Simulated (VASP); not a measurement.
Input of a VASP 6.6.1 run:

INCAR

```
  ALGO = Normal
  EDIFF = 1E-6
  ENCUT = 500
  GGA = PS
  GGA_COMPAT = False
  ISIF = 2
  ISMEAR = 0
  LASPH = True
  LCHARG = False
  LREAL = False
  LWAVE = False
  NBANDS = 13
  NELM = 120
  PREC = Accurate
  SIGMA = 0.15
```

File KPOINTS:

```
k-points
0
Gamma
  22 22 22
```

The input POSCAR:

```
W
1.0
    0.0000000000      2.2325533569      1.5174665167
    2.2325533569      0.0000000000      1.5174665167
    2.2325533569      2.2325533569      0.0000000000
W
1
Direct
    0.0000000000      0.0000000000      0.0000000000
```

Potentials or basis: VASP PAW PBE potentials, release 64 (W_sv).

Command:

```sh
$ cat potpaw_PBE.64/W_sv/POTCAR > POTCAR
$ mpirun -np 1 vasp_std > vasp.out
```

Q: Estimate the band gap on the k mesh.

A: Zero (bands 7 and 8 overlap by 6.74 eV).

Q: Estimate the pressure.

A: 13.9 GPa.

Stress tensor (GPa, compression positive):
```
 9.19  0.00  0.00
 0.00  9.19  0.00
 0.00  0.00 23.18
```

Caveat: the cell stands under pressure; the PAW data sets were made with another functional, which shifts forces and pressure a little; spin-orbit coupling is left out, which moves the levels of the heavy elements.
